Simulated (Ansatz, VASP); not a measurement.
**Al2As in VASP and in Ansatz**

```
CELL_PARAMETERS angstrom
1.78841 -1.03254 5.18419
0.00000 2.06507 5.18419
-1.78841 -1.03254 5.18419
ATOMIC_POSITIONS crystal
As 0.00000 0.00000 0.00000
Al 0.23240 0.23240 0.23240
Al 0.76760 0.76760 0.76760
```

Alike in both runs: task electric field gradients; functional PBEsol; k mesh 13 × 13 × 13; occupations fermi-dirac, width 0.05 eV; no spin polarisation.

```csv
,VASP,Ansatz
version,VASP 6.6.1,Ansatz 0.2.0
potentials or method,"VASP PAW PBE potentials, release 64 (As, Al), cutoff 520 eV","all-electron PAW with datasets made for the crystal, scalar-relativistic"
```

|  | VASP | Ansatz | Ansatz less VASP |
| --- | --- | --- | --- |
| pressure (GPa) | 0.2 | 0.0 | -0.23 |
| rms of the force components (eV/Å) | 0.012 | 0.000 | -0.0117 |
| size of Vzz on the site where it differs most (V/Å²) | 53.8 | 56.1 | +2.29 |

VASP's potentials were made for PBE, not for PBEsol. Atom by atom the forces differ by 0.012 eV/Å (rms over components). Ansatz ran all-electron here, and VASP with PAW potentials.
